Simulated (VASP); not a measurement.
# Pt (Im-3m) in VASP: notebook, part 2 of 2

VASP 6.6.1. The steps go on from the part before.

**3. Relaxation of cell and atoms, LDA**

This run uses another cell than the first one, of 15.04 Å³/atom.

INCAR

```
SYSTEM = Pt
ALGO = Normal
EDIFF = 1E-7
EDIFFG = -0.02
ENCUT = 500
GGA_COMPAT = .False.
IBRION = 2
ISIF = 3
ISMEAR = -1
LASPH = .True.
LCHARG = .False.
LREAL = .False.
LWAVE = .False.
NELM = 120
NELMIN = 4
NSW = 80
PREC = Accurate
SIGMA = 0.05
```

KPOINTS

```
k-points
0
Gamma
  18 18 18
  0 0 0
```

POSCAR

```
Pt
1.0
   -1.5550000000      1.5550000000      1.5550000000
    1.5550000000     -1.5550000000      1.5550000000
    1.5550000000      1.5550000000     -1.5550000000
Pt
1
Direct
    0.0000000000      0.0000000000      0.0000000000
```

Potentials or basis: VASP PAW LDA potentials, release 64 (Pt).

Command:

```console
$ cat potpaw_LDA.64/Pt/POTCAR > POTCAR
$ mpirun -np 1 vasp_std > vasp.out
```

OUTCAR:

```text
SYSTEM = Pt
   EDIFF = 1E-7
   EDIFFG = -0.02
   ENCUT = 500
   IBRION = 2
   ISIF = 3
   ISMEAR = -1
   LASPH = .True.
   LREAL = .False.
   NELM = 120
   NELMIN = 4
   NSW = 80
   PREC = Accurate

 ion  position               nearest neighbor table
   1  0.000  0.000  0.000-

  LATTYP: Found a body centered cubic cell.
 ALAT       =     3.1100000000

  Lattice vectors:

 A1 = (  -1.5550000000,   1.5550000000,   1.5550000000)
 A2 = (   1.5550000000,  -1.5550000000,   1.5550000000)
 A3 = (   1.5550000000,   1.5550000000,  -1.5550000000)

Analysis of symmetry for initial positions (statically):
=====================================================================
 Subroutine PRICEL returns:
 Original cell was already a primitive cell.

 Routine SETGRP: Setting up the symmetry group for a
 body centered cubic supercell.

 Subroutine GETGRP returns: Found 48 space group operations
 (whereof 48 operations were pure point group operations)
 out of a pool of 48 trial point group operations.

The static configuration has the point symmetry O_h .

Analysis of symmetry for dynamics (positions and initial velocities):
=====================================================================
 Subroutine PRICEL returns:
 Original cell was already a primitive cell.

 Routine SETGRP: Setting up the symmetry group for a
 body centered cubic supercell.

 Subroutine GETGRP returns: Found 48 space group operations
 (whereof 48 operations were pure point group operations)
 out of a pool of 48 trial point group operations.

The dynamic configuration has the point symmetry O_h .

 Subroutine INISYM returns: Found 48 space group operations
 (whereof 48 operations are pure point group operations),
 and found     1 'primitive' translations

----------------------------------------------------------------------------------------

                                     Primitive cell

  volume of cell :      15.0401

  direct lattice vectors                    reciprocal lattice vectors
    -1.555000000  1.555000000  1.555000000     0.000000000  0.321543408  0.321543408
     1.555000000 -1.555000000  1.555000000     0.321543408  0.000000000  0.321543408
     1.555000000  1.555000000 -1.555000000     0.321543408  0.321543408  0.000000000

  length of vectors
     2.693339006  2.693339006  2.693339006     0.454731049  0.454731049  0.454731049

  position of ions in fractional coordinates (direct lattice)
     0.000000000  0.000000000  0.000000000

  ion indices of the primitive-cell ions
   primitive index   ion index
                 1           1

----------------------------------------------------------------------------------------

 KPOINTS: k-points

Automatic generation of k-mesh.
 Grid dimensions read from file:
 generate k-points for:   18   18   18

 Generating k-lattice:

  Cartesian coordinates                     Fractional coordinates (reciprocal lattice)
     0.000000000  0.017863523  0.017863523     0.055555556  0.000000000  0.000000000
     0.017863523  0.000000000  0.017863523     0.000000000  0.055555556  0.000000000
     0.017863523  0.017863523  0.000000000     0.000000000  0.000000000  0.055555556

  Length of vectors
     0.025262836  0.025262836  0.025262836
[... 37 lines left out ...]
   number of dos      NEDOS =    301   number of ions     NIONS =      1
   total plane-waves  NPLWV =   8000
   dimension x,y,z NGX =    20 NGY =   20 NGZ =   20
   dimension x,y,z NGXF=    40 NGYF=   40 NGZF=   40
   ions per type =               1
   NGX,Y,Z   is equivalent  to a cutoff of  12.34, 12.34, 12.34 a.u.
   NGXF,Y,Z  is equivalent  to a cutoff of  24.69, 24.69, 24.69 a.u.
 SYSTEM =  Pt
   PREC   = accura    normal or accurate (medium, high low for compatibility)
   ISTART =      0    job   : 0-new  1-cont  2-samecut
   ICHARG =      2    charge: 1-file 2-atom 10-const
   ISPIN  =      1    spin polarized calculation?
   LNONCOLLINEAR =      F non collinear calculations
   LSORBIT =      F    spin-orbit coupling
   LASPH  =      T    aspherical Exc in radial PAW
   ENCUT  =  500.0 eV  36.75 Ry    6.06 a.u.   4.91  4.91  4.91*2*pi/ulx,y,z
   NELM   =    120;   NELMIN=  4; NELMDL= -5     # of ELM steps
   EDIFF  = 0.1E-06   stopping-criterion for ELM
   LREAL  =      F    real-space projection
   EDIFFG = -.2E-01   stopping-criterion for IOM
   NSW    =     80    number of steps for IOM
   IBRION =      2    ionic relax: 0-MD 1-quasi-New 2-CG
   NFREE  =      1    steps in history (QN), initial steepest desc. (CG)
   ISIF   =      3    stress and relaxation
   ISYM   =      2    0-nonsym 1-usesym 2-fastsym
   POTIM  = 0.5000    time-step for ionic-motion
   TEBEG  =    0.0;   TEEND  =   0.0 temperature during run
   PSTRESS=    0.0 pullay stress
   NELECT =      10.0000    total number of electrons
   NUPDOWN=      -1.0000    fix difference up-down
   EMIN   =  10.00;   EMAX   =-10.00  energy-range for DOS
   EFERMI =   0.00;   METHOD = LEGACY
   ISMEAR =    -1;   SIGMA  =   0.05  broadening in eV -4-tet -1-fermi 0-gaus
   EFERMI_NEDOS =   21; number of points for ismear=-14 and -15
   IALGO  =     38    algorithm
   IMIX   =      4    mixing-type and parameters
     AMIX     =   0.40;   BMIX     =  1.00
     AMIX_MAG =   1.60;   BMIX_MAG =  1.00
  volume/ion in A,a.u.               =      15.04       101.50
  Fermi-wavevector in a.u.,A,eV,Ry     =   1.428865  2.700163 27.778394  2.041654
  Thomas-Fermi vector in A             =   2.548880
   LORBIT       =      0    0 simple, 1 ext, 2 COOP (PROOUT), +10 PAW based schemes
   GGA     = CA    functional components
   LHFCALC =     F    Hartree Fock is set to
   AEXX    =    0.0000 exact exchange contribution
   IVDW    =     0    specifies the selected vdW correction
   LEPSILON=     F    determine dielectric tensor
   LRPA    =     F    only Hartree local field effects (RPA)
 conjugate gradient relaxation of ions
 non-spin polarized calculation
  energy-cutoff  :      500.00
  volume of cell :       15.04
 maximum number of plane-waves:       394
   NGX =  9   NGY =  9   NGZ =  9

--------------------------------------- Ionic step        1  -------------------------------------------

 number of electron      10.0000000 magnetization

 number of electron       9.9999999 magnetization

 Free energy of the ion-electron system (eV)
  ---------------------------------------------------
  ext. energy  EPLUGINS =         0.00000000
  ---------------------------------------------------
  free energy    TOTEN  =        -7.39652677 eV

  energy without entropy =       -7.39079112  energy(sigma->0) =       -7.39365894

------------------------ aborting loop because EDIFF is reached ----------------------------------------

  FORCE on cell =-STRESS in cart. coord.  units (eV):
  Direction    XX          YY          ZZ          XY          YZ          ZX
  --------------------------------------------------------------------------------------
  -------------------------------------------------------------------------------------
  Total       -0.1625109     -0.1625109     -0.1625109     -0.0000000      0.0000000     -0.0000000
  in kB      -17.3117897    -17.3117897    -17.3117897     -0.0000000      0.0000000     -0.0000000
  external PRESSURE =     -17.3117897 kB  Pullay stress =       0.0000000 kB
[... 57 lines left out ...]
--------------------------------------- Ionic step        3  -------------------------------------------

 number of electron      10.0000000 magnetization

 Free energy of the ion-electron system (eV)
  ---------------------------------------------------
  ext. energy  EPLUGINS =         0.00000000
  ---------------------------------------------------
  free energy    TOTEN  =        -7.39701418 eV

  energy without entropy =       -7.39136875  energy(sigma->0) =       -7.39419147

 E-fermi :  11.1183     XC(G=0): -13.7329

 val. band max:       11.1064004300   @ k =  -0.3889   0.3889   0.2222
 cond. band min:      11.1442631654   @ k =  -0.3889   0.5000   0.0556
 fundamental gap:      0.0378627353
 Fermi energy:        11.1182904173

 k-point     1 :       0.0000    0.0000    0.0000
  band No.  band energies     occupation
      1       0.9754      2.00000
      2       7.2578      2.00000
      3       7.2578      2.00000
      4       7.2578      2.00000
      5      10.0118      2.00000
      6      10.0118      2.00000
      7      28.1171      0.00000
      8      28.1171      0.00000
      9      28.1171      0.00000
[... 265 lines left out ...]
 k-point    24 :       0.3889    0.1111    0.0000
  band No.  band energies     occupation
      1       4.2940      2.00000
      2       5.8458      2.00000
      3       8.9468      2.00000
      4       9.7904      2.00000
      5      10.7714      1.99806
      6      13.3727      0.00000
      7      18.4921      0.00000
      8      24.5426      0.00000
      9      26.8189      0.00000

 [... further k-points ...]
[... 5 lines left out ...]
  --------------------------------------------------------------------------------------
  -------------------------------------------------------------------------------------
  Total       -0.0012292     -0.0012292     -0.0012292      0.0000000      0.0000000     -0.0000000
  in kB       -0.1317265     -0.1317265     -0.1317265      0.0000000      0.0000000     -0.0000000
  external PRESSURE =      -0.1317265 kB  Pullay stress =       0.0000000 kB
[... 16 lines left out ...]
  FREE ENERGIE OF THE ION-ELECTRON SYSTEM (eV)
  ---------------------------------------------------
  free  energy   TOTEN  =        -7.3970141766 eV

  energy  without entropy=       -7.3913687547  energy(sigma->0) =       -7.39419147

 reached required accuracy - stopping structural energy minimisation
```

OSZICAR:

```text
N       E                     dE             d eps       ncg     rms          rms(c)
DAV:   1     0.333919653628E+02    0.33392E+02   -0.53666E+03  3742   0.996E+02
DAV:   2    -0.741158252412E+01   -0.40804E+02   -0.39131E+02  3760   0.183E+02
[... 20 lines left out ...]
DAV:   1    -0.742360787614E+01   -0.30958E-01   -0.64084E-01  3527   0.857E+00    0.112E+00
DAV:   2    -0.739835920420E+01    0.25249E-01   -0.78475E-02  3532   0.248E+00    0.479E-01
DAV:   3    -0.739694224225E+01    0.14170E-02   -0.71150E-03  3729   0.703E-01    0.254E-01
DAV:   4    -0.739700934060E+01   -0.67098E-04   -0.23498E-04  3791   0.115E-01    0.226E-02
DAV:   5    -0.739701339964E+01   -0.40590E-05   -0.35526E-06  4388   0.141E-02    0.573E-03
DAV:   6    -0.739701417785E+01   -0.77821E-06   -0.24784E-07  3639   0.321E-03    0.562E-04
DAV:   7    -0.739701417664E+01    0.12082E-08   -0.33217E-09  1793   0.494E-04
   3 F= -.73970142E+01 E0= -.73941915E+01  d E =-.487405E-03
```

It took 20 s on 1 thread of AMD EPYC 9R45 (Zen 5), shared host; peak memory 0.12 GiB.

Results:

| Quantity | Value |
| --- | --- |
| Free energy | -7.3970 eV |
| Relaxed volume | 14.95 Å³/atom |
| Relaxed cell | a = 2.688 Å, b = 2.688 Å, c = 2.688 Å, α = 109.47°, β = 109.47°, γ = 109.47° |
| Space group after relaxing (to 0.1 Å) | Im-3m (No. 229) |
| Energy gained by relaxing | 0.5 meV/atom |
| Ionic steps | 3 |
| Pressure after relaxing | 0.0 GPa |
| Band gap on the k mesh | zero (bands 5 and 6 overlap by 2.31 eV) |

Step by step:
| step | energy change (eV) | largest force (eV/Å) | pressure (GPa) | volume (Å³) |
| --- | --- | --- | --- | --- |
| 1 | 0.0000 | 0.0000 | -1.73 | 15.04 |
| 2 | 0.0039 | 0.0000 | 5.45 | 14.69 |
| 3 | -0.0005 | 0.0000 | -0.01 | 14.95 |

Final structure:
```
CELL_PARAMETERS angstrom
-1.55193 1.55193 1.55193
1.55193 -1.55193 1.55193
1.55193 1.55193 -1.55193
ATOMIC_POSITIONS crystal
Pt 0.00000 0.00000 0.00000
```

Caveat: spin-orbit coupling is left out, which moves the levels of the heavy elements.
